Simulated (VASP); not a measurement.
# PbO (zincblende type) (F-43m) in VASP: single point with r2SCAN

Aim: the single point of PbO (zincblende type) with r2SCAN.

Program: VASP 6.6.1. These are calculated values, not measurements. Logs are shortened: lines on timing, memory, paths and dates and some standing lists are left out, and cuts for length are marked.

## Step 1: The cell of the first run

Symmetry: F-43m, No. 216, cubic system. The conventional cell has a = 4.928 Å, b = 4.928 Å, c = 4.928 Å, α = 90.00°, β = 90.00°, γ = 90.00°. Pb (site symmetry -43m) has 4 O at 2.13 Å within 2.8 Å. Within 2.8 Å of O (site symmetry -43m) lie 4 Pb at 2.13 Å.

## Step 2: Single point, r2SCAN

File POSCAR:

```
PbO
1.0
    0.0000000000      2.4639534301      2.4639534301
    2.4639534301      0.0000000000      2.4639534301
    2.4639534301      2.4639534301      0.0000000000
Pb O
1 1
Direct
    0.0000000000      0.0000000000      0.0000000000
    0.2500000000      0.2500000000      0.2500000000
```

File INCAR.step1:

```
SYSTEM = PbO
ALGO     = Normal         ! electronic algorithm
EDIFF    = 1E-4           ! SCF threshold, eV
ENCUT    = 520            ! plane-wave cutoff, eV
GGA      = PE             ! functional
ISMEAR   = -1             ! smearing method
LASPH    = .TRUE.         ! aspherical terms in the spheres
LCHARG   = .FALSE.        ! write CHGCAR
LREAL    = .FALSE.        ! projectors in reciprocal space
LWAVE    = .TRUE.         ! write WAVECAR
NBANDS   = 17             ! bands
NELM     = 80             ! most SCF steps
PREC     = Accurate       ! precision mode
SIGMA    = 0.08           ! smearing width, eV
```

File INCAR.step2:

```
SYSTEM = PbO
ALGO     = Normal         ! electronic algorithm
EDIFF    = 1E-7           ! SCF threshold, eV
ENCUT    = 520            ! plane-wave cutoff, eV
ISIF     = 2              ! what is computed and relaxed
ISMEAR   = -1             ! smearing method
ISTART   = 1            
LASPH    = .TRUE.         ! aspherical terms in the spheres
LCHARG   = .TRUE.         ! write CHGCAR
LELF     = .TRUE.         ! ELF
LMIXTAU  = .TRUE.       
LREAL    = .FALSE.        ! projectors in reciprocal space
LVHAR    = .TRUE.       
LWAVE    = .FALSE.        ! write WAVECAR
METAGGA  = R2SCAN         ! meta-GGA
NBANDS   = 17             ! bands
NELM     = 80             ! most SCF steps
PREC     = Accurate       ! precision mode
SIGMA    = 0.08           ! smearing width, eV
```

File KPOINTS:

```
k-points
0
G
  15 15 15
  0 0 0
```

Potentials or basis: VASP PAW PBE potentials, release 64 (Pb_d, O).

Started as:

```bash
$ cat potpaw_PBE.64/Pb_d/POTCAR potpaw_PBE.64/O/POTCAR > POTCAR
$ cp INCAR.step1 INCAR
$ mpirun -np 1 vasp_std > vasp.out
$ cp INCAR.step2 INCAR
$ mpirun -np 1 vasp_std > vasp.out
```

OUTCAR:

```text
SYSTEM = PbO
   EDIFF = 1E-7
   ENCUT = 520
   ISIF = 2
   ISMEAR = -1
   ISTART = 1
   LASPH = .TRUE.
   LREAL = .FALSE.
   METAGGA = R2SCAN
   NELM = 80
   PREC = Accurate

 ion  position               nearest neighbor table
   1  0.000  0.000  0.000-   2 2.13   2 2.13   2 2.13   2 2.13
   2  0.250  0.250  0.250-   1 2.13   1 2.13   1 2.13   1 2.13

  LATTYP: Found a face centered cubic cell.
 ALAT       =     4.9279068602

  Lattice vectors:

 A1 = (   0.0000000000,   2.4639534301,   2.4639534301)
 A2 = (   2.4639534301,   0.0000000000,   2.4639534301)
 A3 = (   2.4639534301,   2.4639534301,   0.0000000000)

Analysis of symmetry for initial positions (statically):
=====================================================================
 Subroutine PRICEL returns:
 Original cell was already a primitive cell.

 Routine SETGRP: Setting up the symmetry group for a
 face centered cubic supercell.

 Subroutine GETGRP returns: Found 24 space group operations
 (whereof 24 operations were pure point group operations)
 out of a pool of 48 trial point group operations.

The static configuration has the point symmetry T_d .

Analysis of symmetry for dynamics (positions and initial velocities):
=====================================================================
 Subroutine PRICEL returns:
 Original cell was already a primitive cell.

 Routine SETGRP: Setting up the symmetry group for a
 face centered cubic supercell.

 Subroutine GETGRP returns: Found 24 space group operations
 (whereof 24 operations were pure point group operations)
 out of a pool of 48 trial point group operations.

The dynamic configuration has the point symmetry T_d .

 Subroutine INISYM returns: Found 24 space group operations
 (whereof 24 operations are pure point group operations),
 and found     1 'primitive' translations

----------------------------------------------------------------------------------------

                                     Primitive cell

  volume of cell :      29.9177

  direct lattice vectors                    reciprocal lattice vectors
     0.000000000  2.463953430  2.463953430    -0.202925913  0.202925913  0.202925913
     2.463953430  0.000000000  2.463953430     0.202925913 -0.202925913  0.202925913
     2.463953430  2.463953430  0.000000000     0.202925913  0.202925913 -0.202925913

  length of vectors
     3.484556358  3.484556358  3.484556358     0.351477992  0.351477992  0.351477992

  position of ions in fractional coordinates (direct lattice)
[... 72 lines left out ...]
   ICHARG =      0    charge: 1-file 2-atom 10-const
   ISPIN  =      1    spin polarized calculation?
   LNONCOLLINEAR =      F non collinear calculations
   LSORBIT =      F    spin-orbit coupling
   LASPH  =      T    aspherical Exc in radial PAW
   ENCUT  =  520.0 eV  38.22 Ry    6.18 a.u.   6.48  6.48  6.48*2*pi/ulx,y,z
   NELM   =     80;   NELMIN=  2; NELMDL=  0     # of ELM steps
   EDIFF  = 0.1E-06   stopping-criterion for ELM
   LREAL  =      F    real-space projection
   EDIFFG = 0.1E-05   stopping-criterion for IOM
   NSW    =      0    number of steps for IOM
   IBRION =     -1    ionic relax: 0-MD 1-quasi-New 2-CG
   NFREE  =      0    steps in history (QN), initial steepest desc. (CG)
   ISIF   =      2    stress and relaxation
   ISYM   =      2    0-nonsym 1-usesym 2-fastsym
   POTIM  = 0.5000    time-step for ionic-motion
   TEBEG  =    0.0;   TEEND  =   0.0 temperature during run
   PSTRESS=    0.0 pullay stress
   NELECT =      20.0000    total number of electrons
   NUPDOWN=      -1.0000    fix difference up-down
   EMIN   =  10.00;   EMAX   =-10.00  energy-range for DOS
   EFERMI =   0.00;   METHOD = LEGACY
   ISMEAR =    -1;   SIGMA  =   0.08  broadening in eV -4-tet -1-fermi 0-gaus
   EFERMI_NEDOS =   21; number of points for ismear=-14 and -15
   IALGO  =     38    algorithm
   IMIX   =      4    mixing-type and parameters
     AMIX     =   0.40;   BMIX     =  1.00
     AMIX_MAG =   1.60;   BMIX_MAG =  1.00
  volume/ion in A,a.u.               =      14.96       100.95
  Fermi-wavevector in a.u.,A,eV,Ry     =   1.431448  2.705045 27.878940  2.049044
  Thomas-Fermi vector in A             =   2.551184
   LORBIT       =      0    0 simple, 1 ext, 2 COOP (PROOUT), +10 PAW based schemes
   METAGGA = R2SCAN    functional components
   LHFCALC =     F    Hartree Fock is set to
   AEXX    =    0.0000 exact exchange contribution
   IVDW    =     0    specifies the selected vdW correction
   LEPSILON=     F    determine dielectric tensor
   LRPA    =     F    only Hartree local field effects (RPA)
 non-spin polarized calculation
  energy-cutoff  :      520.00
  volume of cell :       29.92
 maximum number of plane-waves:       825
 NGX is ok and might be reduce to    28
   NGX = 13   NGY = 13   NGZ = 13

 number of electron      20.0000003 magnetization

 Free energy of the ion-electron system (eV)
  ---------------------------------------------------
  ext. energy  EPLUGINS =         0.00000000
  ---------------------------------------------------
  free energy    TOTEN  =       -62.25601924 eV

  energy without entropy =      -62.24921639  energy(sigma->0) =      -62.25261781

 E-fermi :  10.2364     XC(G=0): -12.1337

 val. band max:       10.2359679566   @ k =   0.4667   0.4667   0.0000
 cond. band min:      10.2489104867   @ k =  -0.4000   0.4667   0.0667
 fundamental gap:      0.0129425301
 Fermi energy:        10.2363932294

 k-point     1 :       0.0000    0.0000    0.0000
  band No.  band energies     occupation
      1     -12.9244      2.00000
      2      -8.4991      2.00000
      3      -8.4991      2.00000
      4      -8.4991      2.00000
      5      -7.9967      2.00000
      6      -7.9967      2.00000
[... 457 lines left out ...]
      4      -8.2718      2.00000
      5      -8.0284      2.00000
      6      -7.9591      2.00000
[... 9 lines left out ...]
     16      24.8957      0.00000
     17      25.5539      0.00000

 [... further k-points ...]
[... 5 lines left out ...]
  --------------------------------------------------------------------------------------
  -------------------------------------------------------------------------------------
  Total       11.0822598     11.0822598     11.0822598     -0.0000000     -0.0000000      0.0000000
  in kB      593.4872997    593.4872997    593.4872997     -0.0000000     -0.0000000      0.0000000
  external PRESSURE =     593.4872997 kB  Pullay stress =       0.0000000 kB

 VOLUME and BASIS-vectors are now :
 -----------------------------------------------------------------------------
  energy-cutoff  :      520.00
  volume of cell :       29.92
      direct lattice vectors                 reciprocal lattice vectors
     0.000000000  2.463953430  2.463953430    -0.202925913  0.202925913  0.202925913
     2.463953430  0.000000000  2.463953430     0.202925913 -0.202925913  0.202925913
     2.463953430  2.463953430  0.000000000     0.202925913  0.202925913 -0.202925913

 POSITION                                       TOTAL-FORCE (eV/Angst)
 -----------------------------------------------------------------------------------
      0.00000      0.00000      0.00000         0.000000      0.000000      0.000000
      1.23198      1.23198      1.23198        -0.000000     -0.000000     -0.000000
 -----------------------------------------------------------------------------------
    total drift:                               -0.000003     -0.000003     -0.000003

  FREE ENERGIE OF THE ION-ELECTRON SYSTEM (eV)
  ---------------------------------------------------
  free  energy   TOTEN  =       -62.2560192375 eV

  energy  without entropy=      -62.2492163893  energy(sigma->0) =      -62.25261781
```

OUTCAR.step1:

```text
SYSTEM = PbO
   EDIFF = 1E-4
   ENCUT = 520
   GGA = PE
   ISMEAR = -1
   LASPH = .TRUE.
   LREAL = .FALSE.
[... 700 lines left out ...]
      0.00000      0.00000      0.00000         0.000000     -0.000000      0.000000
      1.23198      1.23198      1.23198        -0.000000      0.000000     -0.000000
 -----------------------------------------------------------------------------------
    total drift:                                0.000000      0.000000      0.000000

  FREE ENERGIE OF THE ION-ELECTRON SYSTEM (eV)
  ---------------------------------------------------
  free  energy   TOTEN  =        -8.2763181160 eV

  energy  without entropy=       -8.2688757257  energy(sigma->0) =       -8.27259692
```

Wall time 2.1 min (1 thread of Intel Xeon 6975P-C (Granite Rapids), shared host); peak memory 0.2 GiB.

Results:

```
Free energy            : -62.2560 eV
Pressure               : 59.3 GPa
Band gap on the k mesh : zero (band 10 reaches 10.21 eV, above the bottom of band 11 at 10.16 eV)
```

Caveat: the PAW data sets were made with another functional, which shifts forces and pressure a little; spin-orbit coupling is left out, which moves the levels of the heavy elements.
